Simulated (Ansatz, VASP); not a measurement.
## Two plane-wave programs on LiRh

```
Li Rh
1.0
     2.60295    0.00000    0.00000
    -1.30147    2.25422    0.00000
     0.00000    0.00000    4.25905
Li Rh
1 1
Direct
  0.00000 0.00000 0.50000
  0.66667 0.33333 0.00000
```

Alike in both runs: functional LDA; k mesh 20 × 20 × 10; occupations gaussian, width 0.05 eV; collinear spin.

Ansatz relaxed the structure, and its values are those at the end. VASP's run is a single point on that final structure, the one shown.

|  | VASP | Ansatz |
| --- | --- | --- |
| version | VASP 6.6.1 | Ansatz 0.2.0 |
| potentials or method | VASP PAW LDA potentials, release 64 (Li_sv, Rh_sv_GW), cutoff 750 eV | scalar-relativistic, plane waves, PAW |
| valence electrons in the cell | 20 | 20 |

|  | VASP | Ansatz | Ansatz less VASP |
| --- | --- | --- | --- |
| gap on the k mesh at the Fermi level (eV) | none | none | - |
| pressure (GPa) | 0.1 | 0.0 | -0.17 |
| net moment per atom (μB) | 0.00 | 0.00 | -0.001 |

LDA's correlation is that of Perdew and Zunger in VASP and of Perdew and Wang (1992) in Ansatz. A gap of «none» marks a metal or a gap that the smearing closes. Ansatz's warnings: seeded moment not kept.
